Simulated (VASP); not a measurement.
# CdO (Fm-3m) in VASP: single point with PBE

Aim: the single point of CdO with PBE.

Program: VASP 6.6.1. These are calculated values, not measurements. Logs are shortened: lines on timing, memory, paths and dates and some standing lists are left out, and cuts for length are marked.

## Step 1: The cell of the first run

It takes space group Fm-3m (No. 225, cubic). Conventional cell: a = 4.722 Å, b = 4.722 Å, c = 4.722 Å, α = 90.00°, β = 90.00°, γ = 90.00°. Cd (site symmetry m-3m) has 6 O at 2.36 Å within 3.1 Å. O (site symmetry m-3m) has 6 Cd at 2.36 Å within 3.1 Å.

## Step 2: Single point, PBE

File INCAR:

```
SYSTEM = CdO
ALGO = Normal
EDIFF = 1E-6
ENCUT = 700
GGA = PE
GGA_COMPAT = .False.
ISIF = 2
ISMEAR = 0
LASPH = .True.
LCHARG = .False.
LREAL = .False.
LWAVE = .False.
NBANDS = 20
NELM = 120
PREC = Accurate
SIGMA = 0.1
```

File KPOINTS:

```
k-points
0
Gamma
  6 6 6
  0 0 0
```

File POSCAR:

```
CdO
1.0
    0.0000000000      2.3609930000      2.3609930000
    2.3609930000      0.0000000000      2.3609930000
    2.3609930000      2.3609930000      0.0000000000
Cd O
1 1
Direct
    0.0000000000      0.0000000000      0.0000000000
    0.5000000000      0.5000000000      0.5000000000
```

Potentials or basis: VASP PAW PBE potentials, release 64 (Cd_sv_GW, O).

Command:

```
cat potpaw_PBE.64/Cd_sv_GW/POTCAR potpaw_PBE.64/O/POTCAR > POTCAR
mpirun -np 1 vasp_std > vasp.out
```

OUTCAR:

```text
SYSTEM = CdO
   EDIFF = 1E-6
   ENCUT = 700
   GGA = PE
   ISIF = 2
   ISMEAR = 0
   LASPH = .True.
   LREAL = .False.
   NELM = 120
   PREC = Accurate

 ion  position               nearest neighbor table
   1  0.000  0.000  0.000-
   2  0.500  0.500  0.500-

  LATTYP: Found a face centered cubic cell.
 ALAT       =     4.7219860000

  Lattice vectors:

 A1 = (   0.0000000000,   2.3609930000,   2.3609930000)
 A2 = (   2.3609930000,   0.0000000000,   2.3609930000)
 A3 = (   2.3609930000,   2.3609930000,   0.0000000000)

Analysis of symmetry for initial positions (statically):
=====================================================================
 Subroutine PRICEL returns:
 Original cell was already a primitive cell.

 Routine SETGRP: Setting up the symmetry group for a
 face centered cubic supercell.

 Subroutine GETGRP returns: Found 48 space group operations
 (whereof 48 operations were pure point group operations)
 out of a pool of 48 trial point group operations.

The static configuration has the point symmetry O_h .

Analysis of symmetry for dynamics (positions and initial velocities):
=====================================================================
 Subroutine PRICEL returns:
 Original cell was already a primitive cell.

 Routine SETGRP: Setting up the symmetry group for a
 face centered cubic supercell.

 Subroutine GETGRP returns: Found 48 space group operations
 (whereof 48 operations were pure point group operations)
 out of a pool of 48 trial point group operations.

The dynamic configuration has the point symmetry O_h .

 Subroutine INISYM returns: Found 48 space group operations
 (whereof 48 operations are pure point group operations),
 and found     1 'primitive' translations

----------------------------------------------------------------------------------------

                                     Primitive cell

  volume of cell :      26.3217

  direct lattice vectors                    reciprocal lattice vectors
     0.000000000  2.360993000  2.360993000    -0.211775300  0.211775300  0.211775300
     2.360993000  0.000000000  2.360993000     0.211775300 -0.211775300  0.211775300
     2.360993000  2.360993000  0.000000000     0.211775300  0.211775300 -0.211775300

  length of vectors
     3.338948321  3.338948321  3.338948321     0.366805579  0.366805579  0.366805579

  position of ions in fractional coordinates (direct lattice)
     0.000000000  0.000000000  0.000000000
     0.500000000  0.500000000  0.500000000

  ion indices of the primitive-cell ions
   primitive index   ion index
                 1           1
                 2           2

----------------------------------------------------------------------------------------

 KPOINTS: k-points

Automatic generation of k-mesh.
 Grid dimensions read from file:
 generate k-points for:    6    6    6

 Generating k-lattice:

  Cartesian coordinates                     Fractional coordinates (reciprocal lattice)
    -0.035295883  0.035295883  0.035295883     0.166666667  0.000000000  0.000000000
     0.035295883 -0.035295883  0.035295883     0.000000000  0.166666667  0.000000000
     0.035295883  0.035295883 -0.035295883     0.000000000  0.000000000  0.166666667

  Length of vectors
     0.061134263  0.061134263  0.061134263

  Shift w.r.t. Gamma in fractional coordinates (k-lattice)
     0.000000000  0.000000000  0.000000000

 Subroutine IBZKPT returns following result:
 ===========================================

 Found     16 irreducible k-points:

 Following reciprocal coordinates:
            Coordinates               Weight
  0.000000  0.000000  0.000000      1.000000
  0.166667  0.000000  0.000000      8.000000
  0.333333  0.000000  0.000000      8.000000
  0.500000  0.000000  0.000000      4.000000
  0.166667  0.166667  0.000000      6.000000
  0.333333  0.166667  0.000000     24.000000
[... 8 lines left out ...]
 -0.333333  0.333333  0.166667     24.000000
 -0.333333  0.500000  0.166667     12.000000
   k-points           NKPTS =     16   k-points in BZ     NKDIM =     16   number of bands    NBANDS=     20
   number of dos      NEDOS =    301   number of ions     NIONS =      2
   total plane-waves  NPLWV =  27000
   dimension x,y,z NGX =    30 NGY =   30 NGZ =   30
   dimension x,y,z NGXF=    60 NGYF=   60 NGZF=   60
   ions per type =               1   1
   NGX,Y,Z   is equivalent  to a cutoff of  14.94, 14.94, 14.94 a.u.
   NGXF,Y,Z  is equivalent  to a cutoff of  29.87, 29.87, 29.87 a.u.
 SYSTEM =  CdO
   PREC   = accura    normal or accurate (medium, high low for compatibility)
   ISTART =      0    job   : 0-new  1-cont  2-samecut
   ICHARG =      2    charge: 1-file 2-atom 10-const
   ISPIN  =      1    spin polarized calculation?
   LNONCOLLINEAR =      F non collinear calculations
   LSORBIT =      F    spin-orbit coupling
   LASPH  =      T    aspherical Exc in radial PAW
   ENCUT  =  700.0 eV  51.45 Ry    7.17 a.u.   7.20  7.20  7.20*2*pi/ulx,y,z
   NELM   =    120;   NELMIN=  2; NELMDL= -5     # of ELM steps
   EDIFF  = 0.1E-05   stopping-criterion for ELM
   LREAL  =      F    real-space projection
   EDIFFG = 0.1E-04   stopping-criterion for IOM
   NSW    =      0    number of steps for IOM
   IBRION =     -1    ionic relax: 0-MD 1-quasi-New 2-CG
   NFREE  =      0    steps in history (QN), initial steepest desc. (CG)
   ISIF   =      2    stress and relaxation
   ISYM   =      2    0-nonsym 1-usesym 2-fastsym
   POTIM  = 0.5000    time-step for ionic-motion
   TEBEG  =    0.0;   TEEND  =   0.0 temperature during run
   PSTRESS=    0.0 pullay stress
   NELECT =      26.0000    total number of electrons
   NUPDOWN=      -1.0000    fix difference up-down
   EMIN   =  10.00;   EMAX   =-10.00  energy-range for DOS
   EFERMI =   0.00;   METHOD = LEGACY
   ISMEAR =     0;   SIGMA  =   0.10  broadening in eV -4-tet -1-fermi 0-gaus
   EFERMI_NEDOS =   21; number of points for ismear=-14 and -15
   IALGO  =     38    algorithm
   IMIX   =      4    mixing-type and parameters
     AMIX     =   0.40;   BMIX     =  1.00
     AMIX_MAG =   1.60;   BMIX_MAG =  1.00
  volume/ion in A,a.u.               =      13.16        88.81
  Fermi-wavevector in a.u.,A,eV,Ry     =   1.630402  3.081012 36.167132  2.658209
  Thomas-Fermi vector in A             =   2.722709
   LORBIT       =      0    0 simple, 1 ext, 2 COOP (PROOUT), +10 PAW based schemes
   GGA     = PE    functional components
   LHFCALC =     F    Hartree Fock is set to
   AEXX    =    0.0000 exact exchange contribution
   IVDW    =     0    specifies the selected vdW correction
   LEPSILON=     F    determine dielectric tensor
   LRPA    =     F    only Hartree local field effects (RPA)
 non-spin polarized calculation
 Gauss-broadening in eV      SIGMA  =   0.10
  energy-cutoff  :      700.00
  volume of cell :       26.32
 maximum number of plane-waves:      1125
 NGX is ok and might be reduce to    30
   NGX = 15   NGY = 15   NGZ = 15

 number of electron      25.9999992 magnetization

 Free energy of the ion-electron system (eV)
  ---------------------------------------------------
  ext. energy  EPLUGINS =         0.00000000
  ---------------------------------------------------
  free energy    TOTEN  =        -7.82526011 eV

  energy without entropy =       -7.82399594  energy(sigma->0) =       -7.82462802

 E-fermi :   4.8928     XC(G=0): -11.8283

 val. band max:        4.8029941639   @ k =   0.5000   0.0000   0.0000
 cond. band min:       6.3059903135   @ k =   0.1667   0.0000   0.0000
 fundamental gap:      1.5029961495
 Fermi energy:         4.8928002644

 k-point     1 :       0.0000    0.0000    0.0000
  band No.  band energies     occupation
      1     -95.6308      2.00000
      2     -56.7093      2.00000
      3     -56.7093      2.00000
      4     -56.7093      2.00000
      5     -12.4475      2.00000
      6      -1.8722      2.00000
[... 12 lines left out ...]
     19      22.8141      0.00000
     20      22.8141      0.00000

 k-point     2 :       0.1667    0.0000    0.0000
  band No.  band energies     occupation
      1     -95.6306      2.00000
      2     -56.7132      2.00000
      3     -56.7099      2.00000
      4     -56.7099      2.00000
      5     -12.2710      2.00000
      6      -1.9914      2.00000
[... 12 lines left out ...]
     19      23.4982      0.00000
     20      23.4982      0.00000

 k-point     3 :       0.3333    0.0000    0.0000
  band No.  band energies     occupation
      1     -95.6301      2.00000
      2     -56.7209      2.00000
      3     -56.7111      2.00000
      4     -56.7111      2.00000
      5     -11.8910      2.00000
      6      -2.4409      2.00000
[... 12 lines left out ...]
     19      24.9880      0.00000
     20      24.9880      0.00000

 k-point     4 :       0.5000    0.0000    0.0000
  band No.  band energies     occupation
      1     -95.6299      2.00000
      2     -56.7247      2.00000
      3     -56.7117      2.00000
      4     -56.7117      2.00000
      5     -11.6843      2.00000
      6      -2.7658      2.00000
[... 12 lines left out ...]
     19      25.3065      0.00000
     20      26.6577      0.00000

 k-point     5 :       0.1667    0.1667    0.0000
  band No.  band energies     occupation
      1     -95.6305      2.00000
      2     -56.7130      2.00000
      3     -56.7109      2.00000
      4     -56.7109      2.00000
      5     -12.2316      2.00000
      6      -2.0313      2.00000
[... 12 lines left out ...]
     19      24.8826      0.00000
     20      26.7539      0.00000
[... 169 lines left out ...]
      6      -2.3126      2.00000
[... 12 lines left out ...]
     19      27.6616      0.00000
     20      29.0686      0.00000

 k-point    14 :       0.5000    0.3333    0.1667
  band No.  band energies     occupation
      1     -95.6298      2.00000
      2     -56.7208      2.00000
      3     -56.7159      2.00000
      4     -56.7131      2.00000
      5     -11.7988      2.00000
      6      -2.1914      2.00000
[... 12 lines left out ...]
     19      25.4831      0.00000
     20      28.0021      0.00000

 k-point    15 :      -0.3333    0.3333    0.1667
  band No.  band energies     occupation
      1     -95.6297      2.00000
      2     -56.7214      2.00000
      3     -56.7177      2.00000
      4     -56.7140      2.00000
      5     -11.7163      2.00000
      6      -2.2705      2.00000
[... 12 lines left out ...]
     19      23.6197      0.00000
     20      28.7872      0.00000

 k-point    16 :      -0.3333    0.5000    0.1667
  band No.  band energies     occupation
      1     -95.6296      2.00000
      2     -56.7217      2.00000
      3     -56.7176      2.00000
      4     -56.7155      2.00000
      5     -11.7519      2.00000
      6      -2.1776      2.00000
[... 12 lines left out ...]
     19      25.4567      0.00000
     20      28.8452      0.00000

------------------------ aborting loop because EDIFF is reached ----------------------------------------

  FORCE on cell =-STRESS in cart. coord.  units (eV):
  Direction    XX          YY          ZZ          XY          YZ          ZX
  --------------------------------------------------------------------------------------
  -------------------------------------------------------------------------------------
  Total        0.6161710      0.6161710      0.6161710     -0.0000000     -0.0000000      0.0000000
  in kB       37.5057378     37.5057378     37.5057378     -0.0000000     -0.0000000      0.0000000
  external PRESSURE =      37.5057378 kB  Pullay stress =       0.0000000 kB

 VOLUME and BASIS-vectors are now :
 -----------------------------------------------------------------------------
  energy-cutoff  :      700.00
  volume of cell :       26.32
      direct lattice vectors                 reciprocal lattice vectors
     0.000000000  2.360993000  2.360993000    -0.211775300  0.211775300  0.211775300
     2.360993000  0.000000000  2.360993000     0.211775300 -0.211775300  0.211775300
     2.360993000  2.360993000  0.000000000     0.211775300  0.211775300 -0.211775300

 POSITION                                       TOTAL-FORCE (eV/Angst)
 -----------------------------------------------------------------------------------
      0.00000      0.00000      0.00000        -0.000000      0.000000      0.000000
      2.36099      2.36099      2.36099         0.000000     -0.000000     -0.000000
 -----------------------------------------------------------------------------------
    total drift:                                0.000000      0.000000      0.000000

  FREE ENERGIE OF THE ION-ELECTRON SYSTEM (eV)
  ---------------------------------------------------
  free  energy   TOTEN  =        -7.8252601058 eV

  energy  without entropy=       -7.8239959355  energy(sigma->0) =       -7.82462802
```

It took 20 s on 1 thread of Intel Xeon Platinum 8259CL at 2.50GHz (Skylake/Cascade Lake), shared host; peak memory 0.18 GiB.

Results:

```
Free energy            : -7.8253 eV
Pressure               : 3.8 GPa
Band gap on the k mesh : zero (bands 13 and 14 overlap by 0.44 eV)
```

Caveat: the k points lie up to 0.38 Å⁻¹ apart; semilocal functionals underestimate gaps, and a narrow one can read as zero.

The gap in the log of VASP goes by the Fermi energy; the results here count the filled bands.